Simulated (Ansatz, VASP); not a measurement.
One calculation of Ta, two programs

```
CELL_PARAMETERS angstrom
1.38303 -4.94095 -0.26690
1.38303 4.94095 -0.26690
-0.76008 0.00000 2.87739
ATOMIC_POSITIONS crystal
Ta 0.87408 0.12592 0.25000
Ta 0.12592 0.87408 0.75000
```

Alike in both runs: functional PBE; k mesh 6 × 6 × 6; occupations gaussian, width 0.1 eV; no spin polarisation.

Ansatz relaxed the structure, and its values are those at the end. VASP's run is a single point on that final structure, the one shown.

```csv
,VASP,Ansatz
version,VASP 6.6.1,Ansatz 0.2.0
potentials or method,"VASP PAW PBE potentials, release 64 (Ta_pv), cutoff 520 eV","scalar-relativistic, plane waves, PAW"
valence electrons in the cell,22,26
```

|  | VASP | Ansatz | Ansatz less VASP |
| --- | --- | --- | --- |
| gap on the k mesh at the Fermi level (eV) | none | none | - |
| pressure (GPa) | 0.2 | 0.1 | -0.07 |

A gap of «none» marks a metal or a gap that the smearing closes. VASP's potentials hold 22 valence electrons a cell and Ansatz's 26, so a difference there can come from the potentials and not from the codes.

The k mesh is coarse, so the values compare programs but aren't converged. Spin-orbit coupling is off throughout.
